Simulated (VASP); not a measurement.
# Ta (P6/mmm) in VASP: relaxation of cell and atoms with LDA

Aim: the relaxation of cell and atoms of Ta with LDA.

All numbers are computed with VASP 6.6.1; they aren't measurements. Logs are shortened: lines on timing, memory, paths and dates and some standing lists are left out, and cuts for length are marked.

### Step 1. The cell of the first run

Symmetry: P6/mmm, No. 191, hexagonal system. The conventional cell has a = 4.674 Å, b = 4.674 Å, c = 2.865 Å, α = 90.00°, β = 90.00°, γ = 120.00°. Within 3.8 Å of Ta (site symmetry 6/mmm) lie 14 Ta at 2.86 to 3.05 Å. Within 3.6 Å of Ta (site symmetry -6m2) lie 11 Ta at 2.70 to 3.05 Å.

This isn't the form of Ta at room conditions, which is bcc.

### Step 2. Relaxation of cell and atoms, LDA

The input, INCAR:

```
SYSTEM = Ta
  PREC = Accurate
  ENCUT = 600
  EDIFF = 1E-6
  ISMEAR = -1
  SIGMA = 0.1
  LREAL = .False.
  LASPH = .True.
  NELM = 100
  ALGO = Normal
  ISIF = 3
  LWAVE = .False.
  LCHARG = .False.
  GGA = CA
  IBRION = 2
  NSW = 80
  EDIFFG = -0.01
```

The input, KPOINTS:

```
Automatic mesh
0
Gamma
  8 8 11
  0 0 0
```

The input, POSCAR:

```
Ta
1.0
    4.6735112553      0.0000000000      0.0000000000
   -2.3367556276      4.0473794720      0.0000000000
    0.0000000000      0.0000000000      2.8648623995
Ta
3
Direct
    0.0000000000      0.0000000000      0.0000000000
    0.3333333333      0.6666666667      0.5000000000
    0.6666666667      0.3333333333      0.5000000000
```

Potentials or basis: VASP PAW LDA potentials, release 64 (Ta_pv).

Started as:

```bash
$ cat potpaw_LDA.64/Ta_pv/POTCAR > POTCAR
$ mpirun -np 1 vasp_std > vasp.out
```

OUTCAR:

```text
SYSTEM = Ta
   PREC = Accurate
   ENCUT = 600
   EDIFF = 1E-6
   ISMEAR = -1
   LREAL = .False.
   LASPH = .True.
   NELM = 100
   ISIF = 3
   GGA = CA
   IBRION = 2
   NSW = 80
   EDIFFG = -0.01

 ion  position               nearest neighbor table
   1  0.000  0.000  0.000-   2 3.05   3 3.05   2 3.05   3 3.05   3 3.05   3 3.05   2 3.05   2 3.05
                             3 3.05   3 3.05   2 3.05   2 3.05
   2  0.333  0.667  0.500-   3 2.70   3 2.70   3 2.70   1 3.05   1 3.05   1 3.05   1 3.05   1 3.05
                             1 3.05
   3  0.667  0.333  0.500-   2 2.70   2 2.70   2 2.70   1 3.05   1 3.05   1 3.05   1 3.05   1 3.05
                             1 3.05

  LATTYP: Found a hexagonal cell.
 ALAT       =     4.6735112553
 C/A-ratio  =     0.6130000000

  Lattice vectors:

 A1 = (   4.6735112553,   0.0000000000,   0.0000000000)
 A2 = (  -2.3367556276,   4.0473794720,   0.0000000000)
 A3 = (   0.0000000000,   0.0000000000,   2.8648623995)

Analysis of symmetry for initial positions (statically):
=====================================================================
 Subroutine PRICEL returns:
 Original cell was already a primitive cell.

 Routine SETGRP: Setting up the symmetry group for a
 hexagonal supercell.

 Subroutine GETGRP returns: Found 24 space group operations
 (whereof 24 operations were pure point group operations)
 out of a pool of 24 trial point group operations.

The static configuration has the point symmetry D_6h.

Analysis of symmetry for dynamics (positions and initial velocities):
=====================================================================
 Subroutine PRICEL returns:
 Original cell was already a primitive cell.

 Routine SETGRP: Setting up the symmetry group for a
 hexagonal supercell.

 Subroutine GETGRP returns: Found 24 space group operations
 (whereof 24 operations were pure point group operations)
 out of a pool of 24 trial point group operations.

The dynamic configuration has the point symmetry D_6h.

 Subroutine INISYM returns: Found 24 space group operations
 (whereof 24 operations are pure point group operations),
 and found     1 'primitive' translations

----------------------------------------------------------------------------------------

                                     Primitive cell

  volume of cell :      54.1902

  direct lattice vectors                    reciprocal lattice vectors
     4.673511255  0.000000000  0.000000000     0.213971882  0.123536724  0.000000000
    -2.336755628  4.047379472  0.000000000     0.000000000  0.247073448  0.000000000
     0.000000000  0.000000000  2.864862400     0.000000000  0.000000000  0.349056904

  length of vectors
     4.673511255  4.673511255  2.864862400     0.247073448  0.247073448  0.349056904

  position of ions in fractional coordinates (direct lattice)
     0.000000000  0.000000000  0.000000000
     0.333333333  0.666666667  0.500000000
     0.666666667  0.333333333  0.500000000

  ion indices of the primitive-cell ions
   primitive index   ion index
                 1           1
                 2           2
                 3           3

----------------------------------------------------------------------------------------

 KPOINTS: Automatic mesh

Automatic generation of k-mesh.
 Grid dimensions read from file:
 generate k-points for:    8    8   11

 Generating k-lattice:

  Cartesian coordinates                     Fractional coordinates (reciprocal lattice)
     0.026746485  0.015442090  0.000000000     0.125000000 -0.000000000  0.000000000
     0.000000000  0.030884181  0.000000000     0.000000000  0.125000000  0.000000000
     0.000000000  0.000000000  0.031732446     0.000000000  0.000000000  0.090909091

  Length of vectors
     0.030884181  0.030884181  0.031732446

  Shift w.r.t. Gamma in fractional coordinates (k-lattice)
     0.000000000  0.000000000  0.000000000

 Subroutine IBZKPT returns following result:
 ===========================================

 Found     60 irreducible k-points:

 Following reciprocal coordinates:
            Coordinates               Weight
  0.000000  0.000000  0.000000      1.000000
  0.125000 -0.000000  0.000000      6.000000
  0.250000 -0.000000  0.000000      6.000000
  0.375000  0.000000  0.000000      6.000000
  0.500000 -0.000000  0.000000      3.000000
  0.125000  0.125000  0.000000      6.000000
[... 16 lines left out ...]
  0.250000 -0.000000  0.181818     12.000000
  0.375000  0.000000  0.181818     12.000000
 [... further k-points ...]
   k-points           NKPTS =     60   k-points in BZ     NKDIM =     60   number of bands    NBANDS=     20
   number of dos      NEDOS =    301   number of ions     NIONS =      3
   total plane-waves  NPLWV =  38400
   dimension x,y,z NGX =    40 NGY =   40 NGZ =   24
   dimension x,y,z NGXF=    80 NGYF=   80 NGZF=   48
   ions per type =               3
   NGX,Y,Z   is equivalent  to a cutoff of  14.23, 14.23, 13.93 a.u.
   NGXF,Y,Z  is equivalent  to a cutoff of  28.46, 28.46, 27.85 a.u.
 SYSTEM =  Ta
   PREC   = accura    normal or accurate (medium, high low for compatibility)
   ISTART =      0    job   : 0-new  1-cont  2-samecut
   ICHARG =      2    charge: 1-file 2-atom 10-const
   ISPIN  =      1    spin polarized calculation?
   LNONCOLLINEAR =      F non collinear calculations
   LSORBIT =      F    spin-orbit coupling
   LASPH  =      T    aspherical Exc in radial PAW
   ENCUT  =  600.0 eV  44.10 Ry    6.64 a.u.   9.33  9.33  5.72*2*pi/ulx,y,z
   NELM   =    100;   NELMIN=  2; NELMDL= -5     # of ELM steps
   EDIFF  = 0.1E-05   stopping-criterion for ELM
   LREAL  =      F    real-space projection
   EDIFFG = -.1E-01   stopping-criterion for IOM
   NSW    =     80    number of steps for IOM
   IBRION =      2    ionic relax: 0-MD 1-quasi-New 2-CG
   NFREE  =      1    steps in history (QN), initial steepest desc. (CG)
   ISIF   =      3    stress and relaxation
   ISYM   =      2    0-nonsym 1-usesym 2-fastsym
   POTIM  = 0.5000    time-step for ionic-motion
   TEBEG  =    0.0;   TEEND  =   0.0 temperature during run
   PSTRESS=    0.0 pullay stress
   NELECT =      33.0000    total number of electrons
   NUPDOWN=      -1.0000    fix difference up-down
   EMIN   =  10.00;   EMAX   =-10.00  energy-range for DOS
   EFERMI =   0.00;   METHOD = LEGACY
   ISMEAR =    -1;   SIGMA  =   0.10  broadening in eV -4-tet -1-fermi 0-gaus
   EFERMI_NEDOS =   21; number of points for ismear=-14 and -15
   IALGO  =     38    algorithm
   IMIX   =      4    mixing-type and parameters
     AMIX     =   0.40;   BMIX     =  1.00
     AMIX_MAG =   1.60;   BMIX_MAG =  1.00
  volume/ion in A,a.u.               =      18.06       121.90
  Fermi-wavevector in a.u.,A,eV,Ry     =   1.387626  2.622233 26.198105  1.925506
  Thomas-Fermi vector in A             =   2.511829
   LORBIT       =      0    0 simple, 1 ext, 2 COOP (PROOUT), +10 PAW based schemes
   GGA     = CA    functional components
   LHFCALC =     F    Hartree Fock is set to
   AEXX    =    0.0000 exact exchange contribution
   IVDW    =     0    specifies the selected vdW correction
   LEPSILON=     F    determine dielectric tensor
   LRPA    =     F    only Hartree local field effects (RPA)
 conjugate gradient relaxation of ions
 non-spin polarized calculation
  energy-cutoff  :      600.00
  volume of cell :       54.19
 maximum number of plane-waves:      1834
 NGX is ok and might be reduce to    40
   NGX = 19   NGY = 19   NGZ = 11

--------------------------------------- Ionic step        1  -------------------------------------------

 number of electron      32.9999998 magnetization

 Free energy of the ion-electron system (eV)
  ---------------------------------------------------
  ext. energy  EPLUGINS =         0.00000000
  ---------------------------------------------------
  free energy    TOTEN  =       -37.52400703 eV

  energy without entropy =      -37.41653056  energy(sigma->0) =      -37.47026880

------------------------ aborting loop because EDIFF is reached ----------------------------------------

  FORCE on cell =-STRESS in cart. coord.  units (eV):
  Direction    XX          YY          ZZ          XY          YZ          ZX
  --------------------------------------------------------------------------------------
  -------------------------------------------------------------------------------------
  Total        1.0651619      1.0651619     -6.9607767      0.0000000      0.0000000      0.0000000
  in kB       31.4923620     31.4923620   -205.8009132      0.0000000      0.0000000      0.0000000
  external PRESSURE =     -47.6053964 kB  Pullay stress =       0.0000000 kB
[... 281 lines left out ...]
  energy  without entropy=      -37.7175401732  energy(sigma->0) =      -37.76608874

--------------------------------------- Ionic step        9  -------------------------------------------

 number of electron      33.0000002 magnetization

 Free energy of the ion-electron system (eV)
  ---------------------------------------------------
  ext. energy  EPLUGINS =         0.00000000
  ---------------------------------------------------
  free energy    TOTEN  =       -37.81479953 eV

  energy without entropy =      -37.71791785  energy(sigma->0) =      -37.76635869

 E-fermi :   5.8917     XC(G=0): -12.8995

 val. band max:        5.8916766214   @ k =   0.1250  -0.0000   0.1818
 cond. band min:       5.9405787471   @ k =   0.1250  -0.0000   0.4545
 fundamental gap:      0.0489021257
 Fermi energy:         5.8916870285

 k-point     1 :       0.0000    0.0000    0.0000
  band No.  band energies     occupation
      1     -28.2827      2.00000
      2     -28.2827      2.00000
      3     -28.0193      2.00000
      4     -28.0193      2.00000
      5     -27.3056      2.00000
      6     -27.3056      2.00000
[... 12 lines left out ...]
     19       6.8468      0.00014
[... 513 lines left out ...]
      4     -27.6618      2.00000
      5     -27.6318      2.00000
      6     -27.5163      2.00000
[... 12 lines left out ...]
     19       7.2552      0.00000
     20       7.8756      0.00000

 [... further k-points ...]

------------------------ aborting loop because EDIFF is reached ----------------------------------------

  FORCE on cell =-STRESS in cart. coord.  units (eV):
  Direction    XX          YY          ZZ          XY          YZ          ZX
  --------------------------------------------------------------------------------------
  -------------------------------------------------------------------------------------
  Total        0.0000618      0.0000618     -0.0139390      0.0000000      0.0000000      0.0000000
  in kB        0.0018760      0.0018760     -0.4228971      0.0000000      0.0000000      0.0000000
  external PRESSURE =      -0.1397150 kB  Pullay stress =       0.0000000 kB
[... 18 lines left out ...]
  FREE ENERGIE OF THE ION-ELECTRON SYSTEM (eV)
  ---------------------------------------------------
  free  energy   TOTEN  =       -37.8147995328 eV

  energy  without entropy=      -37.7179178488  energy(sigma->0) =      -37.76635869

 reached required accuracy - stopping structural energy minimisation
```

Run time: 9.5 min. Hardware: 1 thread of AMD EPYC 7R13, shared host; peak memory 0.22 GiB.

What came out:

| Quantity | Value |
| --- | --- |
| Free energy | -37.8148 eV |
| Relaxed volume | 17.60 Å³/atom |
| Relaxed cell | a = 4.772 Å, b = 4.772 Å, c = 2.677 Å, α = 90.00°, β = 90.00°, γ = 120.00° |
| Space group after relaxing (to 0.1 Å) | P6/mmm (No. 191) |
| Energy gained by relaxing | 96.9 meV/atom |
| Ionic steps | 9 |
| Pressure after relaxing | 0.0 GPa |
| Band gap on the k mesh | zero (an odd number of electrons rules out a gap without spin polarisation) |

Step by step:
```tsv
step	energy change (eV)	largest force (eV/Å)	pressure (GPa)	volume (Å³)
1	0.0000	0.0000	-4.76	54.19
2	-0.0541	0.0000	14.98	49.79
3	-0.2701	0.0000	4.19	51.76
4	-0.2703	0.0000	4.42	51.70
5	-0.2408	0.0000	-5.61	54.47
6	-0.2906	0.0000	0.20	52.77
7	-0.2906	0.0000	0.27	52.75
8	-0.2906	0.0000	-0.26	52.87
9	-0.2908	0.0000	-0.01	52.81
```

Final structure:
```
Ta
1.0
     4.77231    0.00000    0.00000
    -2.38615    4.13294    0.00000
     0.00000    0.00000    2.67743
Ta
3
Cartesian
  0.0000 0.0000 0.0000
  0.0000 2.7553 1.3387
  2.3862 1.3776 1.3387
```

Caveat: spin-orbit coupling is left out, which moves the levels of the heavy elements.
